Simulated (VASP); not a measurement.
Set up this calculation in VASP 6.6.1, as the native input.

| Quantity | Value |
| --- | --- |
| Task | single point |
| Functional | PBE |
| Potentials or basis | VASP PAW PBE potentials, release 64 (Be, H) |
| Cutoff | 520 eV |
| k mesh | 14 × 14 × 14 |
| Occupations | gaussian, width 0.1 eV |
| Spin | no spin polarisation |
| Dipole correction | no |
| Further INCAR settings | ALGO = Normal; EDIFF = 1e-06; NBANDS = 11 |

The structure of BeH4 lies in POSCAR:

```
BeH4
1.0
   -1.8288884263      1.8288884263      1.8288884263
    1.8288884263     -1.8288884263      1.8288884263
    1.8288884263      1.8288884263     -1.8288884263
Be H
1 4
Direct
    0.0000000000      0.0000000000      0.0000000000
    0.5000000000      0.5000000000      0.5000000000
    0.0000000000      0.0000000000      0.5000000000
    0.0000000000      0.5000000000      0.0000000000
    0.5000000000      0.0000000000      0.0000000000
```

These files were run (other wordings do the same):

INCAR

```
PREC = Accurate
ENCUT = 520
EDIFF = 1E-6
ISMEAR = 0
SIGMA = 0.1
LREAL = F
LASPH = T
NELM = 60
ALGO = Normal
ISIF = 2
LWAVE = F
LCHARG = F
GGA = PE
NBANDS = 11
```

KPOINTS

```
regular mesh
0
Gamma
  14 14 14
```

Potentials or basis: VASP PAW PBE potentials, release 64 (Be, H).

Run with:

```bash
$ cat potpaw_PBE.64/Be/POTCAR potpaw_PBE.64/H/POTCAR > POTCAR
$ mpirun -np 1 vasp_std > vasp.out
```

Results of the run:

| Property | Result |
| --- | --- |
| Pressure | -0.2 GPa |
| Band gap on the k mesh | zero (band 3 reaches 4.48 eV, above the bottom of band 4 at -2.17 eV) |

Run time: 9.2 s on 1 thread of Intel(R) Xeon(R) 6975P-C (Granite Rapids), with other jobs on the host, peak memory 0.15 GiB.
